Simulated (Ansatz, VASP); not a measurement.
**Sn in VASP and in Ansatz**

```
Sn
1.0
    -2.76678    2.76678    1.80600
     2.76678   -2.76678    1.80600
     2.76678    2.76678   -1.80600
Sn
2
Direct
  0.75000 0.25000 0.50000
  0.00000 0.00000 0.00000
```

Alike in both runs: task single point; functional PBEsol; k mesh 18 × 18 × 18; occupations gaussian, width 0.15 eV; no spin polarisation.

|  | VASP | Ansatz |
| --- | --- | --- |
| version | VASP 6.6.1 | Ansatz 0.2.0 |
| potentials or method | VASP PAW PBE potentials, release 64 (Sn_d), cutoff 520 eV | scalar-relativistic, plane waves, PAW |
| valence electrons in the cell | 28 | 28 |

|  | VASP | Ansatz | Ansatz less VASP |
| --- | --- | --- | --- |
| gap on the k mesh at the Fermi level (eV) | none | none | - |
| pressure (GPa) | 0.8 | 0.8 | +0.05 |
| traceless stress, the component that is largest in VASP (GPa) | -4.64 | -4.64 | 0.000 |

VASP's potentials were made for PBE, not for PBEsol. A gap of «none» marks a metal or a gap that the smearing closes.
